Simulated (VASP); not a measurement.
# RbH6Pt (Pm-3m) in VASP: notebook

The runs below take RbH6Pt through single point, relaxation of cell and atoms, with PBE.

All numbers are computed with VASP 6.6.1; they aren't measurements. Logs are shortened: lines on timing, memory, paths and dates and some standing lists are left out, and cuts for length are marked.

### Step 1. The cell of the first run

It takes space group Pm-3m (No. 221, cubic). Conventional cell: a = 4.094 Å, b = 4.094 Å, c = 4.094 Å, α = 90.00°, β = 90.00°, γ = 90.00°. Rb (site symmetry m-3m) has 6 H at 2.05 Å within 2.7 Å. H (site symmetry 4/mmm) has 4 H at 2.05 Å and 2 Pt at 2.05 Å within 2.7 Å. Within 2.7 Å of H (site symmetry 4/mmm) lie 2 Rb at 2.05 Å and 4 H at 2.05 Å. Within 2.7 Å of Pt (site symmetry m-3m) lie 6 H at 2.05 Å.

The cell was generated, and may not be a known phase.

### Step 2. Single point, PBE

INCAR reads:

```
ALGO = Normal
EDIFF = 1E-6
ENCUT = 520
GGA = PE
ISIF = 2
ISMEAR = 0
LASPH = True
LCHARG = True
LELF = True
LREAL = False
LVHAR = True
LWAVE = False
NBANDS = 22
NELM = 100
PREC = Accurate
SIGMA = 0.1
```

KPOINTS reads:

```
k-points
0
Gamma
  10 10 10
```

POSCAR reads:

```
RbH6Pt
1.0
    4.0938602080      0.0000000000      0.0000000000
    0.0000000000      4.0938602080      0.0000000000
    0.0000000000      0.0000000000      4.0938602080
Rb H Pt
1 6 1
Direct
    0.0000000000      0.0000000000      0.0000000000
    0.0000000000      0.5000000000      0.5000000000
    0.5000000000      0.0000000000      0.5000000000
    0.5000000000      0.5000000000      0.0000000000
    0.5000000000      0.0000000000      0.0000000000
    0.0000000000      0.5000000000      0.0000000000
    0.0000000000      0.0000000000      0.5000000000
    0.5000000000      0.5000000000      0.5000000000
```

Potentials or basis: VASP PAW PBE potentials, release 64 (Rb_sv, H, Pt).

Run with:

```bash
$ cat potpaw_PBE.64/Rb_sv/POTCAR potpaw_PBE.64/H/POTCAR potpaw_PBE.64/Pt/POTCAR > POTCAR
$ mpirun -np 1 vasp_std > vasp.out
```

OUTCAR:

```text
EDIFF = 1E-6
   ENCUT = 520
   GGA = PE
   ISIF = 2
   ISMEAR = 0
   LASPH = True
   LREAL = False
   NELM = 100
   PREC = Accurate

 ion  position               nearest neighbor table
   1  0.000  0.000  0.000-   5 2.05   6 2.05   7 2.05   7 2.05   6 2.05   5 2.05   2 2.89   3 2.89
                             2 2.89   2 2.89   4 2.89   3 2.89   2 2.89   3 2.89   4 2.89   4 2.89
   2  0.000  0.500  0.500-   8 2.05   8 2.05   1 2.89   1 2.89   1 2.89   1 2.89
   3  0.500  0.000  0.500-   8 2.05   8 2.05   1 2.89   1 2.89   1 2.89   1 2.89
   4  0.500  0.500  0.000-   8 2.05   8 2.05   1 2.89   1 2.89   1 2.89   1 2.89
   5  0.500  0.000  0.000-   1 2.05   1 2.05
   6  0.000  0.500  0.000-   1 2.05   1 2.05
   7  0.000  0.000  0.500-   1 2.05   1 2.05
   8  0.500  0.500  0.500-   2 2.05   3 2.05   4 2.05   4 2.05   3 2.05   2 2.05   1 3.55   1 3.55
                             1 3.55   1 3.55   1 3.55   1 3.55   1 3.55   1 3.55

  LATTYP: Found a simple cubic cell.
 ALAT       =     4.0938602080

  Lattice vectors:

 A1 = (   4.0938602080,   0.0000000000,   0.0000000000)
 A2 = (   0.0000000000,   4.0938602080,   0.0000000000)
 A3 = (   0.0000000000,   0.0000000000,   4.0938602080)

Analysis of symmetry for initial positions (statically):
=====================================================================
 Subroutine PRICEL returns:
 Original cell was already a primitive cell.

 Routine SETGRP: Setting up the symmetry group for a
 simple cubic supercell.

 Subroutine GETGRP returns: Found 48 space group operations
 (whereof 48 operations were pure point group operations)
 out of a pool of 48 trial point group operations.

The static configuration has the point symmetry O_h .

Analysis of symmetry for dynamics (positions and initial velocities):
=====================================================================
 Subroutine PRICEL returns:
 Original cell was already a primitive cell.

 Routine SETGRP: Setting up the symmetry group for a
 simple cubic supercell.

 Subroutine GETGRP returns: Found 48 space group operations
 (whereof 48 operations were pure point group operations)
 out of a pool of 48 trial point group operations.

The dynamic configuration has the point symmetry O_h .

 Subroutine INISYM returns: Found 48 space group operations
 (whereof 48 operations are pure point group operations),
 and found     1 'primitive' translations

----------------------------------------------------------------------------------------

                                     Primitive cell

  volume of cell :      68.6118

  direct lattice vectors                    reciprocal lattice vectors
     4.093860208  0.000000000  0.000000000     0.244268233  0.000000000  0.000000000
     0.000000000  4.093860208  0.000000000     0.000000000  0.244268233  0.000000000
     0.000000000  0.000000000  4.093860208     0.000000000  0.000000000  0.244268233

  length of vectors
     4.093860208  4.093860208  4.093860208     0.244268233  0.244268233  0.244268233

  position of ions in fractional coordinates (direct lattice)
     0.000000000  0.000000000  0.000000000
     0.000000000  0.500000000  0.500000000
     0.500000000  0.000000000  0.500000000
     0.500000000  0.500000000  0.000000000
     0.500000000  0.000000000  0.000000000
     0.000000000  0.500000000  0.000000000
     0.000000000  0.000000000  0.500000000
     0.500000000  0.500000000  0.500000000

  ion indices of the primitive-cell ions
   primitive index   ion index
                 1           1
                 2           2
                 3           3
                 4           4
                 5           5
                 6           6
                 7           7
                 8           8

----------------------------------------------------------------------------------------

 KPOINTS: k-points

Automatic generation of k-mesh.
 Grid dimensions read from file:
 generate k-points for:   10   10   10

 Generating k-lattice:

  Cartesian coordinates                     Fractional coordinates (reciprocal lattice)
     0.024426823  0.000000000  0.000000000     0.100000000  0.000000000  0.000000000
     0.000000000  0.024426823  0.000000000     0.000000000  0.100000000  0.000000000
     0.000000000  0.000000000  0.024426823     0.000000000  0.000000000  0.100000000

  Length of vectors
     0.024426823  0.024426823  0.024426823

  Shift w.r.t. Gamma in fractional coordinates (k-lattice)
     0.000000000  0.000000000  0.000000000

 Subroutine IBZKPT returns following result:
 ===========================================

 Found     56 irreducible k-points:

 Following reciprocal coordinates:
            Coordinates               Weight
  0.000000  0.000000  0.000000      1.000000
  0.100000  0.000000  0.000000      6.000000
  0.200000  0.000000  0.000000      6.000000
  0.300000  0.000000  0.000000      6.000000
  0.400000  0.000000  0.000000      6.000000
  0.500000  0.000000  0.000000      3.000000
[... 16 lines left out ...]
  0.200000  0.100000  0.100000     24.000000
  0.300000  0.100000  0.100000     24.000000
 [... further k-points ...]
   k-points           NKPTS =     56   k-points in BZ     NKDIM =     56   number of bands    NBANDS=     22
   number of dos      NEDOS =    301   number of ions     NIONS =      8
   total plane-waves  NPLWV =  27000
   dimension x,y,z NGX =    30 NGY =   30 NGZ =   30
   dimension x,y,z NGXF=    60 NGYF=   60 NGZF=   60
   ions per type =               1   6   1
   NGX,Y,Z   is equivalent  to a cutoff of  12.18, 12.18, 12.18 a.u.
   NGXF,Y,Z  is equivalent  to a cutoff of  24.37, 24.37, 24.37 a.u.
 SYSTEM =  unknown system
   PREC   = accura    normal or accurate (medium, high low for compatibility)
   ISTART =      0    job   : 0-new  1-cont  2-samecut
   ICHARG =      2    charge: 1-file 2-atom 10-const
   ISPIN  =      1    spin polarized calculation?
   LNONCOLLINEAR =      F non collinear calculations
   LSORBIT =      F    spin-orbit coupling
   LASPH  =      T    aspherical Exc in radial PAW
   ENCUT  =  520.0 eV  38.22 Ry    6.18 a.u.   7.61  7.61  7.61*2*pi/ulx,y,z
   NELM   =    100;   NELMIN=  2; NELMDL= -5     # of ELM steps
   EDIFF  = 0.1E-05   stopping-criterion for ELM
   LREAL  =      F    real-space projection
   EDIFFG = 0.1E-04   stopping-criterion for IOM
   NSW    =      0    number of steps for IOM
   IBRION =     -1    ionic relax: 0-MD 1-quasi-New 2-CG
   NFREE  =      0    steps in history (QN), initial steepest desc. (CG)
   ISIF   =      2    stress and relaxation
   ISYM   =      2    0-nonsym 1-usesym 2-fastsym
   POTIM  = 0.5000    time-step for ionic-motion
   TEBEG  =    0.0;   TEEND  =   0.0 temperature during run
   PSTRESS=    0.0 pullay stress
   NELECT =      25.0000    total number of electrons
   NUPDOWN=      -1.0000    fix difference up-down
   EMIN   =  10.00;   EMAX   =-10.00  energy-range for DOS
   EFERMI =   0.00;   METHOD = LEGACY
   ISMEAR =     0;   SIGMA  =   0.10  broadening in eV -4-tet -1-fermi 0-gaus
   EFERMI_NEDOS =   21; number of points for ismear=-14 and -15
   IALGO  =     38    algorithm
   IMIX   =      4    mixing-type and parameters
     AMIX     =   0.40;   BMIX     =  1.00
     AMIX_MAG =   1.60;   BMIX_MAG =  1.00
  volume/ion in A,a.u.               =       8.58        57.88
  Fermi-wavevector in a.u.,A,eV,Ry     =   1.169289  2.209636 18.602382  1.367237
  Thomas-Fermi vector in A             =   2.305764
   LORBIT       =      0    0 simple, 1 ext, 2 COOP (PROOUT), +10 PAW based schemes
   GGA     = PE    functional components
   LHFCALC =     F    Hartree Fock is set to
   AEXX    =    0.0000 exact exchange contribution
   IVDW    =     0    specifies the selected vdW correction
   LEPSILON=     F    determine dielectric tensor
   LRPA    =     F    only Hartree local field effects (RPA)
 non-spin polarized calculation
 Gauss-broadening in eV      SIGMA  =   0.10
  energy-cutoff  :      520.00
  volume of cell :       68.61
 maximum number of plane-waves:      1863
   NGX = 15   NGY = 15   NGZ = 15

 number of electron      24.9999988 magnetization

 Free energy of the ion-electron system (eV)
  ---------------------------------------------------
  ext. energy  EPLUGINS =         0.00000000
  ---------------------------------------------------
  free energy    TOTEN  =       -19.17061027 eV

  energy without entropy =      -19.15976324  energy(sigma->0) =      -19.16518675

 E-fermi :   2.9332     XC(G=0): -10.3956

 val. band max:        2.8934923917   @ k =   0.3000   0.2000   0.0000
 cond. band min:       2.9391580826   @ k =   0.3000   0.2000   0.1000
 fundamental gap:      0.0456656909
 Fermi energy:         2.9331992088

 k-point     1 :       0.0000    0.0000    0.0000
  band No.  band energies     occupation
      1     -23.1064      2.00000
      2      -7.2820      2.00000
      3      -7.2820      2.00000
      4      -7.2820      2.00000
      5      -5.4678      2.00000
      6      -3.1122      2.00000
[... 14 lines left out ...]
     21      12.0960      0.00000
     22      13.2591      0.00000

 k-point     2 :       0.1000    0.0000    0.0000
  band No.  band energies     occupation
      1     -23.1013      2.00000
      2      -7.5157      2.00000
      3      -7.2780      2.00000
      4      -7.2780      2.00000
      5      -5.2393      2.00000
      6      -3.0612      2.00000
[... 14 lines left out ...]
     21      12.0683      0.00000
     22      13.6519      0.00000

 k-point     3 :       0.2000    0.0000    0.0000
  band No.  band energies     occupation
      1     -23.0879      2.00000
      2      -7.9770      2.00000
      3      -7.2674      2.00000
      4      -7.2674      2.00000
      5      -4.7437      2.00000
      6      -2.9161      2.00000
[... 14 lines left out ...]
     21      11.9961      0.00000
     22      13.2793      0.00000

 k-point     4 :       0.3000    0.0000    0.0000
  band No.  band energies     occupation
      1     -23.0713      2.00000
      2      -8.4083      2.00000
      3      -7.2542      2.00000
      4      -7.2542      2.00000
      5      -4.1407      2.00000
      6      -2.7058      2.00000
[... 14 lines left out ...]
     21      12.2766      0.00000
     22      12.5821      0.00000

 k-point     5 :       0.4000    0.0000    0.0000
  band No.  band energies     occupation
      1     -23.0577      2.00000
      2      -8.6985      2.00000
      3      -7.2435      2.00000
      4      -7.2435      2.00000
      5      -3.4874      2.00000
      6      -2.4960      2.00000
[... 14 lines left out ...]
     21      12.9275      0.00000
     22      12.9275      0.00000

 k-point     6 :       0.5000    0.0000    0.0000
  band No.  band energies     occupation
      1     -23.0525      2.00000
      2      -8.7999      2.00000
      3      -7.2394      2.00000
      4      -7.2394      2.00000
      5      -2.9172      2.00000
      6      -2.8369      2.00000
[... 14 lines left out ...]
     21      13.4133      0.00000
     22      13.4133      0.00000

 k-point     7 :       0.1000    0.1000    0.0000
  band No.  band energies     occupation
      1     -23.0963      2.00000
      2      -7.5675      2.00000
      3      -7.4332      2.00000
      4      -7.2737      2.00000
      5      -5.0313      2.00000
      6      -2.9797      2.00000
[... 324 lines left out ...]
      6      -1.5817      2.00000
[... 14 lines left out ...]
     21      12.2634      0.00000
     22      12.8814      0.00000

 k-point    21 :       0.5000    0.5000    0.0000
  band No.  band energies     occupation
      1     -23.0033      2.00000
      2      -8.4647      2.00000
      3      -8.4647      2.00000
      4      -7.1645      2.00000
      5      -3.2381      2.00000
      6      -1.4208      2.00000
[... 14 lines left out ...]
     21      12.4754      0.00000
     22      12.8706      0.00000

 k-point    22 :       0.1000    0.1000    0.1000
  band No.  band energies     occupation
      1     -23.0913      2.00000
      2      -7.6065      2.00000
      3      -7.4269      2.00000
      4      -7.4269      2.00000
      5      -4.8384      2.00000
      6      -2.8582      2.00000
[... 14 lines left out ...]
     21      12.5365      0.00000
     22      13.5384      0.00000

 k-point    23 :       0.2000    0.1000    0.1000
  band No.  band energies     occupation
      1     -23.0781      2.00000
      2      -7.9551      2.00000
      3      -7.4743      2.00000
      4      -7.4105      2.00000
      5      -4.3982      2.00000
      6      -2.7383      2.00000
[... 14 lines left out ...]
     21      12.2076      0.00000
     22      13.8045      0.00000

 k-point    24 :       0.3000    0.1000    0.1000
  band No.  band energies     occupation
      1     -23.0617      2.00000
      2      -8.3620      2.00000
      3      -7.4432      2.00000
      4      -7.3900      2.00000
      5      -3.8491      2.00000
      6      -2.5669      2.00000
[... 14 lines left out ...]
     21      12.4546      0.00000
     22      13.8171      0.00000

 [... further k-points ...]
[... 5 lines left out ...]
  --------------------------------------------------------------------------------------
  -------------------------------------------------------------------------------------
  Total        0.0004111      0.0004111      0.0004111     -0.0000000     -0.0000000     -0.0000000
  in kB        0.0096008      0.0096008      0.0096008     -0.0000000     -0.0000000     -0.0000000
  external PRESSURE =       0.0096008 kB  Pullay stress =       0.0000000 kB

 VOLUME and BASIS-vectors are now :
 -----------------------------------------------------------------------------
  energy-cutoff  :      520.00
  volume of cell :       68.61
      direct lattice vectors                 reciprocal lattice vectors
     4.093860208  0.000000000  0.000000000     0.244268233  0.000000000  0.000000000
     0.000000000  4.093860208  0.000000000     0.000000000  0.244268233  0.000000000
     0.000000000  0.000000000  4.093860208     0.000000000  0.000000000  0.244268233

 POSITION                                       TOTAL-FORCE (eV/Angst)
 -----------------------------------------------------------------------------------
      0.00000      0.00000      0.00000         0.000000      0.000000      0.000000
      0.00000      2.04693      2.04693         0.000000      0.000000      0.000000
      2.04693      0.00000      2.04693         0.000000      0.000000      0.000000
      2.04693      2.04693      0.00000         0.000000      0.000000      0.000000
      2.04693      0.00000      0.00000         0.000000      0.000000      0.000000
      0.00000      2.04693      0.00000         0.000000      0.000000      0.000000
      0.00000      0.00000      2.04693         0.000000      0.000000      0.000000
      2.04693      2.04693      2.04693         0.000000      0.000000      0.000000
 -----------------------------------------------------------------------------------
    total drift:                                0.000000      0.000000     -0.000000

  FREE ENERGIE OF THE ION-ELECTRON SYSTEM (eV)
  ---------------------------------------------------
  free  energy   TOTEN  =       -19.1706102674 eV

  energy  without entropy=      -19.1597632378  energy(sigma->0) =      -19.16518675
```

Wall time 95 s (1 thread of Oxide Virtual Turin-like, shared host); peak memory 0.19 GiB.

What came out:

```
Free energy            : -19.1706 eV
Pressure               : 0.0 GPa
Band gap on the k mesh : zero (an odd number of electrons rules out a gap without spin polarisation)
```

Levels at points of the mesh, in eV from the Fermi level:
```
           k point  band 10  band 11  band 12  band 13  band 14  band 15
(0.00, 0.00, 0.00)    -2.07    -1.76    -1.76     1.41     4.37     4.37
(0.50, 0.00, 0.00)    -2.22    -2.03    -1.95     1.32     1.54     3.68
(0.50, 0.50, 0.00)    -2.41    -2.18    -1.72    -0.80     1.35     1.35
(0.50, 0.50, 0.50)    -2.62    -2.16    -2.16    -0.63     0.97     0.97
```

Caveat: spin-orbit coupling is left out, which moves the levels of the heavy elements; an odd number of electrons without spin polarisation forces a metal; a magnetic or distorted state may lie lower.

[end of part 1 of 2]

The gap in the log of VASP goes by the Fermi energy; the results here count the filled bands.